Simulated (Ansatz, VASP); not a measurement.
## NaI in VASP and in Ansatz

```
CELL_PARAMETERS angstrom
5.41648 0.00000 0.00000
-2.70824 4.69081 0.00000
0.00000 0.00000 6.45918
ATOMIC_POSITIONS crystal
Na 0.33333 0.66667 0.93745
Na 0.66667 0.33333 0.43745
I 0.33333 0.66667 0.43755
I 0.66667 0.33333 0.93755
```

Alike in both runs: task single point; functional PBEsol; k mesh 6 × 6 × 2; no spin polarisation.

|  | VASP | Ansatz |
| --- | --- | --- |
| version | VASP 6.6.1 | Ansatz 0.2.0 |
| potentials or method | VASP PAW PBE potentials, release 64 (Na_pv, I) | plane waves, PAW |
| plane-wave cutoff (eV) | 520 | 420 |
| occupations | gaussian, width 0.01 eV | fixed |
| valence electrons in the cell | 28 | 52 |

```csv
,VASP,Ansatz,Ansatz less VASP
gap on the k mesh at the Fermi level (eV),3.47,3.47,+0.005
```

VASP's potentials were made for PBE, not for PBEsol. VASP's potentials hold 28 valence electrons a cell and Ansatz's 52, so a difference there can come from the potentials and not from the codes.

The k mesh is coarse, so the values compare programs but aren't converged. Spin-orbit coupling is off throughout.
